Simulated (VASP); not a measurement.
# SrLiH3 (P1) in VASP: settings compared

The runs below take SrLiH3 through single point, with LDA, r2SCAN.

All numbers are computed with VASP 6.6.1; they aren't measurements. Logs are shortened: lines on timing, memory, paths and dates and some standing lists are left out, and cuts for length are marked.

## (1) The cell of the first run

The typed cell holds 5 atoms: a = 4.631 Å, b = 4.631 Å, c = 4.631 Å, α = 90.00°, β = 90.00°, γ = 90.00°.

## (2) Single point, LDA

The input, INCAR:

```
PREC     = Accurate       # precision mode
ENCUT    = 520            # plane-wave cutoff, eV
EDIFF    = 1E-6           # SCF threshold, eV
ISMEAR   = 1              # smearing method
SIGMA    = 0.05           # smearing width, eV
LREAL    = False          # projectors in reciprocal space
LASPH    = True           # aspherical terms in the spheres
NELM     = 60             # most SCF steps
ALGO     = Normal         # electronic algorithm
ISIF     = 2              # what is computed and relaxed
LWAVE    = False          # write WAVECAR
LCHARG   = False          # write CHGCAR
NBANDS   = 16             # bands
```

The input, KPOINTS:

```
Automatic mesh
0
Gamma
  4 4 4
```

The input, POSCAR:

```
SrLiH3
1.0
    4.6307910000      0.0000000000      0.0000000000
    0.0000000000      4.6307910000      0.0000000000
    0.0000000000      0.0000000000      4.6307910000
Sr Li H
1 1 3
Direct
    0.5032800000      0.4943360000      0.5019290000
    0.0020250000      0.0053550000     -0.0121980000
    0.5008960000      0.5020190000     -0.0009430000
    0.5055660000      0.0070640000      0.4878350000
   -0.0114320000      0.5131620000      0.4921090000
```

Potentials or basis: VASP PAW LDA potentials, release 64 (Sr_sv, Li_sv, H).

Run with:

```
$ cat potpaw_LDA.64/Sr_sv/POTCAR potpaw_LDA.64/Li_sv/POTCAR potpaw_LDA.64/H/POTCAR > POTCAR
$ mpirun -np 1 vasp_std > vasp.out
```

OUTCAR:

```text
PREC = Accurate
   ENCUT = 520
   EDIFF = 1E-6
   ISMEAR = 1
   LREAL = False
   LASPH = True
   NELM = 60
   ISIF = 2

 ion  position               nearest neighbor table
   1  0.503  0.494  0.502-   5 2.25   4 2.26   3 2.30   3 2.33   4 2.38   5 2.39
   2  0.002  0.005  0.988-
   3  0.501  0.502  0.999-   1 2.30   1 2.33
   4  0.506  0.007  0.488-   1 2.26   1 2.38
   5  0.989  0.513  0.492-   1 2.25   1 2.39

  LATTYP: Found a simple cubic cell.
 ALAT       =     4.6307910000

  Lattice vectors:

 A1 = (   4.6307910000,   0.0000000000,   0.0000000000)
 A2 = (   0.0000000000,   4.6307910000,   0.0000000000)
 A3 = (   0.0000000000,   0.0000000000,   4.6307910000)

Analysis of symmetry for initial positions (statically):
=====================================================================
 Subroutine PRICEL returns:
 Original cell was already a primitive cell.

 Routine SETGRP: Setting up the symmetry group for a
 simple cubic supercell.

 Subroutine GETGRP returns: Found  1 space group operations
 (whereof  1 operations were pure point group operations)
 out of a pool of 48 trial point group operations.

The static configuration has the point symmetry C_1 .

Analysis of symmetry for dynamics (positions and initial velocities):
=====================================================================
 Subroutine PRICEL returns:
 Original cell was already a primitive cell.

 Routine SETGRP: Setting up the symmetry group for a
 simple cubic supercell.

 Subroutine GETGRP returns: Found  1 space group operations
 (whereof  1 operations were pure point group operations)
 out of a pool of 48 trial point group operations.

The dynamic configuration has the point symmetry C_1 .

 Subroutine INISYM returns: Found  1 space group operations
 (whereof  1 operations are pure point group operations),
 and found     1 'primitive' translations

----------------------------------------------------------------------------------------

                                     Primitive cell

  volume of cell :      99.3037

  direct lattice vectors                    reciprocal lattice vectors
     4.630791000  0.000000000  0.000000000     0.215945829  0.000000000  0.000000000
     0.000000000  4.630791000  0.000000000     0.000000000  0.215945829  0.000000000
     0.000000000  0.000000000  4.630791000     0.000000000  0.000000000  0.215945829

  length of vectors
     4.630791000  4.630791000  4.630791000     0.215945829  0.215945829  0.215945829

  position of ions in fractional coordinates (direct lattice)
     0.503280000  0.494336000  0.501929000
     0.002025000  0.005355000  0.987802000
     0.500896000  0.502019000  0.999057000
     0.505566000  0.007064000  0.487835000
     0.988568000  0.513162000  0.492109000

  ion indices of the primitive-cell ions
   primitive index   ion index
                 1           1
                 2           2
                 3           3
                 4           4
                 5           5

----------------------------------------------------------------------------------------

 KPOINTS: Automatic mesh

Automatic generation of k-mesh.
 Grid dimensions read from file:
 generate k-points for:    4    4    4

 Generating k-lattice:

  Cartesian coordinates                     Fractional coordinates (reciprocal lattice)
     0.053986457  0.000000000  0.000000000     0.250000000  0.000000000  0.000000000
     0.000000000  0.053986457  0.000000000     0.000000000  0.250000000  0.000000000
     0.000000000  0.000000000  0.053986457     0.000000000  0.000000000  0.250000000

  Length of vectors
     0.053986457  0.053986457  0.053986457

  Shift w.r.t. Gamma in fractional coordinates (k-lattice)
     0.000000000  0.000000000  0.000000000

 Subroutine IBZKPT returns following result:
 ===========================================

 Found     36 irreducible k-points:

 Following reciprocal coordinates:
            Coordinates               Weight
  0.000000  0.000000  0.000000      1.000000
  0.250000  0.000000  0.000000      2.000000
  0.000000  0.250000  0.000000      2.000000
  0.000000  0.000000  0.250000      2.000000
  0.500000  0.000000  0.000000      1.000000
  0.000000  0.500000  0.000000      1.000000
[... 16 lines left out ...]
  0.250000  0.250000  0.250000      2.000000
 -0.250000  0.250000  0.250000      2.000000
 [... further k-points ...]
   k-points           NKPTS =     36   k-points in BZ     NKDIM =     36   number of bands    NBANDS=     16
   number of dos      NEDOS =    301   number of ions     NIONS =      5
   total plane-waves  NPLWV =  46656
   dimension x,y,z NGX =    36 NGY =   36 NGZ =   36
   dimension x,y,z NGXF=    72 NGYF=   72 NGZF=   72
   ions per type =               1   1   3
   NGX,Y,Z   is equivalent  to a cutoff of  12.92, 12.92, 12.92 a.u.
   NGXF,Y,Z  is equivalent  to a cutoff of  25.85, 25.85, 25.85 a.u.
 SYSTEM =  unknown system
   PREC   = accura    normal or accurate (medium, high low for compatibility)
   ISTART =      0    job   : 0-new  1-cont  2-samecut
   ICHARG =      2    charge: 1-file 2-atom 10-const
   ISPIN  =      1    spin polarized calculation?
   LNONCOLLINEAR =      F non collinear calculations
   LSORBIT =      F    spin-orbit coupling
   LASPH  =      T    aspherical Exc in radial PAW
   ENCUT  =  520.0 eV  38.22 Ry    6.18 a.u.   8.61  8.61  8.61*2*pi/ulx,y,z
   NELM   =     60;   NELMIN=  2; NELMDL= -5     # of ELM steps
   EDIFF  = 0.1E-05   stopping-criterion for ELM
   LREAL  =      F    real-space projection
   EDIFFG = 0.1E-04   stopping-criterion for IOM
   NSW    =      0    number of steps for IOM
   IBRION =     -1    ionic relax: 0-MD 1-quasi-New 2-CG
   NFREE  =      0    steps in history (QN), initial steepest desc. (CG)
   ISIF   =      2    stress and relaxation
   ISYM   =      2    0-nonsym 1-usesym 2-fastsym
   POTIM  = 0.5000    time-step for ionic-motion
   TEBEG  =    0.0;   TEEND  =   0.0 temperature during run
   PSTRESS=    0.0 pullay stress
   NELECT =      16.0000    total number of electrons
   NUPDOWN=      -1.0000    fix difference up-down
   EMIN   =  10.00;   EMAX   =-10.00  energy-range for DOS
   EFERMI =   0.00;   METHOD = LEGACY
   ISMEAR =     1;   SIGMA  =   0.05  broadening in eV -4-tet -1-fermi 0-gaus
   EFERMI_NEDOS =   21; number of points for ismear=-14 and -15
   IALGO  =     38    algorithm
   IMIX   =      4    mixing-type and parameters
     AMIX     =   0.40;   BMIX     =  1.00
     AMIX_MAG =   1.60;   BMIX_MAG =  1.00
  volume/ion in A,a.u.               =      19.86       134.03
  Fermi-wavevector in a.u.,A,eV,Ry     =   0.890826  1.683417 10.797193  0.793571
  Thomas-Fermi vector in A             =   2.012567
   LORBIT       =      0    0 simple, 1 ext, 2 COOP (PROOUT), +10 PAW based schemes
   GGA     = CA    functional components
   LHFCALC =     F    Hartree Fock is set to
   AEXX    =    0.0000 exact exchange contribution
   IVDW    =     0    specifies the selected vdW correction
   LEPSILON=     F    determine dielectric tensor
   LRPA    =     F    only Hartree local field effects (RPA)
 non-spin polarized calculation
 Methfessel and Paxton  Order N= 1 SIGMA  =   0.05
  energy-cutoff  :      520.00
  volume of cell :       99.30
 maximum number of plane-waves:      2721
 NGX is ok and might be reduce to    36
   NGX = 17   NGY = 17   NGZ = 17

 number of electron      16.0000001 magnetization

 Free energy of the ion-electron system (eV)
  ---------------------------------------------------
  ext. energy  EPLUGINS =         0.00000000
  ---------------------------------------------------
  free energy    TOTEN  =       -14.56419891 eV

  energy without entropy =      -14.56433752  energy(sigma->0) =      -14.56424511

 E-fermi :  -1.4915     XC(G=0):  -7.0980

 val. band max:       -1.5303023914   @ k =   0.5000   0.5000   0.5000
 cond. band min:       0.0936416074   @ k =   0.5000   0.0000   0.5000
 fundamental gap:      1.6239439989
 Fermi energy:        -1.4914578392

 k-point     1 :       0.0000    0.0000    0.0000
  band No.  band energies     occupation
      1     -48.1597      2.00000
      2     -34.3590      2.00000
      3     -16.5316      2.00000
      4     -16.5301      2.00000
      5     -16.5279      2.00000
      6      -4.7483      2.00000
[... 8 lines left out ...]
     15       5.0916      0.00000
     16       8.0887      0.00000

 k-point     2 :       0.2500    0.0000    0.0000
  band No.  band energies     occupation
      1     -48.1596      2.00000
      2     -34.3576      2.00000
      3     -16.5883      2.00000
      4     -16.5274      2.00000
      5     -16.5253      2.00000
      6      -4.3682      2.00000
[... 8 lines left out ...]
     15       5.5638      0.00000
     16       6.5001      0.00000

 k-point     3 :       0.0000    0.2500    0.0000
  band No.  band energies     occupation
      1     -48.1596      2.00000
      2     -34.3576      2.00000
      3     -16.5870      2.00000
      4     -16.5289      2.00000
      5     -16.5253      2.00000
      6      -4.3672      2.00000
[... 8 lines left out ...]
     15       5.5594      0.00000
     16       6.4888      0.00000

 k-point     4 :       0.0000    0.0000    0.2500
  band No.  band energies     occupation
      1     -48.1596      2.00000
      2     -34.3576      2.00000
      3     -16.5850      2.00000
      4     -16.5290      2.00000
      5     -16.5274      2.00000
      6      -4.3669      2.00000
[... 8 lines left out ...]
     15       5.5596      0.00000
     16       6.4995      0.00000
[... 324 lines left out ...]
 k-point    22 :       0.5000    0.0000    0.5000
  band No.  band energies     occupation
      1     -48.1596      2.00000
      2     -34.3533      2.00000
      3     -16.6369      2.00000
      4     -16.6338      2.00000
      5     -16.5198      2.00000
      6      -2.9611      2.00000
[... 8 lines left out ...]
     15       5.1540      0.00000
     16       5.3875      0.00000

 k-point    23 :       0.2500    0.2500    0.2500
  band No.  band energies     occupation
      1     -48.1596      2.00000
      2     -34.3547      2.00000
      3     -16.5832      2.00000
      4     -16.5805      2.00000
      5     -16.5784      2.00000
      6      -3.5268      2.00000
[... 8 lines left out ...]
     15       5.7735      0.00000
     16       6.7583      0.00000

 k-point    24 :      -0.2500    0.2500    0.2500
  band No.  band energies     occupation
      1     -48.1596      2.00000
      2     -34.3547      2.00000
      3     -16.5833      2.00000
      4     -16.5805      2.00000
      5     -16.5783      2.00000
      6      -3.5266      2.00000
[... 8 lines left out ...]
     15       5.7703      0.00000
     16       6.7625      0.00000

 [... further k-points ...]

------------------------ aborting loop because EDIFF is reached ----------------------------------------

  FORCE on cell =-STRESS in cart. coord.  units (eV):
  Direction    XX          YY          ZZ          XY          YZ          ZX
  --------------------------------------------------------------------------------------
  -------------------------------------------------------------------------------------
  Total       -0.6902787     -0.6947528     -0.7535316      0.0204263      0.0125243     -0.0167954
  in kB      -11.1370339    -11.2092193    -12.1575625      0.3295606      0.2020691     -0.2709789
  external PRESSURE =     -11.5012719 kB  Pullay stress =       0.0000000 kB

 VOLUME and BASIS-vectors are now :
 -----------------------------------------------------------------------------
  energy-cutoff  :      520.00
  volume of cell :       99.30
      direct lattice vectors                 reciprocal lattice vectors
     4.630791000  0.000000000  0.000000000     0.215945829  0.000000000  0.000000000
     0.000000000  4.630791000  0.000000000     0.000000000  0.215945829  0.000000000
     0.000000000  0.000000000  4.630791000     0.000000000  0.000000000  0.215945829

 POSITION                                       TOTAL-FORCE (eV/Angst)
 -----------------------------------------------------------------------------------
      2.33058      2.28917      2.32433        -0.359494      0.376834     -0.144960
      0.00938      0.02480      4.57430        -0.012772     -0.051222      0.040281
      2.31954      2.32475      4.62642        -0.013330     -0.024164      0.048058
      2.34117      0.03271      2.25906        -0.000655     -0.308394      0.022474
      4.57785      2.37635      2.27885         0.386251      0.006946      0.034147
 -----------------------------------------------------------------------------------
    total drift:                               -0.000015     -0.000079     -0.000097

  FREE ENERGIE OF THE ION-ELECTRON SYSTEM (eV)
  ---------------------------------------------------
  free  energy   TOTEN  =       -14.5641989118 eV

  energy  without entropy=      -14.5643375153  energy(sigma->0) =      -14.56424511
```

Wall time 1.9 min (1 thread of AMD EPYC 7R13, shared host); peak memory 0.18 GiB.

Results:

```
Free energy            : -14.5642 eV
Largest force          : 0.541 eV/Å
Band gap on the k mesh : 1.62 eV, indirect (least direct gap 2.07 eV)
```

Forces in eV/Å, atoms in the order of the input:
```
Sr  -0.359  0.377 -0.145
Li  -0.013 -0.051  0.040
H   -0.013 -0.024  0.048
H   -0.001 -0.308  0.022
H    0.386  0.007  0.034
```

Levels at points of the mesh, in eV from the valence-band top:
| k point | band 4 | band 5 | band 6 | band 7 | band 8 | band 9 | band 10 | band 11 | band 12 | band 13 |
| --- | --- | --- | --- | --- | --- | --- | --- | --- | --- | --- |
| (0.00, 0.00, 0.00) | -15.00 | -15.00 | -3.22 | -0.97 | -0.96 | 4.97 | 5.01 | 5.02 | 5.24 | 6.62 |
| (0.50, 0.00, 0.00) | -14.99 | -14.99 | -2.36 | -0.91 | -0.82 | 3.80 | 4.39 | 4.45 | 5.91 | 6.81 |
| (0.00, 0.50, 0.00) | -15.00 | -14.99 | -2.35 | -0.92 | -0.81 | 3.84 | 4.39 | 4.42 | 5.91 | 6.81 |
| (0.00, 0.00, 0.50) | -15.00 | -14.99 | -2.35 | -0.92 | -0.82 | 3.87 | 4.39 | 4.40 | 5.90 | 6.81 |
| (0.50, 0.50, 0.00) | -15.11 | -14.99 | -1.43 | -0.46 | -0.45 | 1.63 | 4.95 | 4.97 | 5.38 | 5.41 |
| (0.00, 0.50, 0.50) | -15.10 | -14.99 | -1.43 | -0.45 | -0.45 | 1.63 | 5.03 | 5.04 | 5.31 | 5.33 |
| (0.50, 0.00, 0.50) | -15.10 | -14.99 | -1.43 | -0.45 | -0.45 | 1.62 | 4.92 | 5.00 | 5.37 | 5.43 |
| (0.50, 0.50, 0.50) | -15.10 | -15.10 | -0.01 | 0.00 | 0.00 | 2.21 | 2.21 | 2.22 | 4.36 | 6.06 |

Caveat: the cutoff is under 1.25 times the usual one of these potentials, so pressure, stress and relaxed cells hold a basis-set (Pulay) error.

## (3) Single point, LDA

The input, INCAR:

```
SYSTEM = SrLiH3
ALGO     = Normal         ! electronic algorithm
EDIFF    = 1E-6           ! SCF threshold, eV
ENCUT    = 520            ! plane-wave cutoff, eV
GGA      = CA             ! functional
ISIF     = 2              ! what is computed and relaxed
ISMEAR   = 1              ! smearing method
LASPH    = .TRUE.         ! aspherical terms in the spheres
LCHARG   = .TRUE.         ! write CHGCAR
LELF     = .TRUE.         ! ELF
LREAL    = .FALSE.        ! projectors in reciprocal space
LVHAR    = .TRUE.       
LWAVE    = .FALSE.        ! write WAVECAR
NBANDS   = 16             ! bands
NELM     = 80             ! most SCF steps
PREC     = Accurate       ! precision mode
SIGMA    = 0.05           ! smearing width, eV
```

The input, KPOINTS:

```
k-points
0
G
  4 4 4
  0 0 0
```

POSCAR is that of step 2.

Potentials or basis: VASP PAW LDA potentials, release 64 (Sr_sv, Li_sv, H).

Run with:

```
$ cat potpaw_LDA.64/Sr_sv/POTCAR potpaw_LDA.64/Li_sv/POTCAR potpaw_LDA.64/H/POTCAR > POTCAR
$ mpirun -np 1 vasp_std > vasp.out
```

Run time: 2 min. Hardware: 1 thread of AMD EPYC 7R13, shared host; peak memory 0.18 GiB.

It converged, with:

```yaml
Free_energy: -14.5642 eV
Largest_force: 0.541 eV/Å
Band_gap_on_the_k_mesh: 1.62 eV, indirect (least direct gap 2.07 eV)
```

Forces in eV/Å, atoms in the order of the input:
```
Sr  -0.359  0.377 -0.145
Li  -0.013 -0.051  0.040
H   -0.013 -0.024  0.048
H   -0.001 -0.308  0.022
H    0.386  0.007  0.034
```

Levels at points of the mesh, in eV from the valence-band top:
```tsv
k point	band 6	band 7	band 8	band 9	band 10	band 11
(0.00, 0.00, 0.00)	-3.22	-0.97	-0.96	4.97	5.01	5.02
(0.50, 0.00, 0.00)	-2.36	-0.91	-0.82	3.80	4.39	4.45
(0.00, 0.50, 0.00)	-2.35	-0.92	-0.81	3.84	4.39	4.42
(0.00, 0.00, 0.50)	-2.35	-0.92	-0.82	3.87	4.39	4.40
(0.50, 0.50, 0.00)	-1.43	-0.46	-0.45	1.63	4.95	4.97
(0.00, 0.50, 0.50)	-1.43	-0.45	-0.45	1.63	5.03	5.04
(0.50, 0.00, 0.50)	-1.43	-0.45	-0.45	1.62	4.92	5.00
(0.50, 0.50, 0.50)	-0.01	0.00	0.00	2.21	2.21	2.22
```

Caveat: the cutoff is under 1.25 times the usual one of these potentials, so pressure, stress and relaxed cells hold a basis-set (Pulay) error.

[end of part 1 of 2]
